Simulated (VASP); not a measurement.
Input of a VASP 6.6.1 run:

INCAR

```
PREC = Accurate
ENCUT = 750
EDIFF = 1E-6
ISMEAR = 0
SIGMA = 0.01
LREAL = False
LASPH = True
NELM = 120
ALGO = Normal
ISIF = 2
LWAVE = False
LCHARG = False
GGA = PS
NBANDS = 13
GGA_COMPAT = False
```

KPOINTS

```
regular mesh
0
Gamma
  8 8 8
```

Contents of POSCAR:

```
Li2O
1.0
    0.0000000000      2.2784852191      2.2784852191
    2.2784852191      0.0000000000      2.2784852191
    2.2784852191      2.2784852191      0.0000000000
Li O
2 1
Direct
    0.2500000000      0.2500000000      0.2500000000
    0.7500000000      0.7500000000      0.7500000000
    0.0000000000      0.0000000000      0.0000000000
```

Potentials or basis: VASP PAW PBE potentials, release 64 (Li_sv, O).

Launch:

```sh
$ cat potpaw_PBE.64/Li_sv/POTCAR potpaw_PBE.64/O/POTCAR > POTCAR
$ mpirun -np 1 vasp_std > vasp.out
```

(1) Estimate the band gap on the k mesh.

(2) Estimate the pressure.

Results:

(1) 4.90 eV, indirect (least direct gap 5.46 eV).

(2) 1.4 GPa.

Caveat: the PAW data sets were made with another functional, which shifts forces and pressure a little.
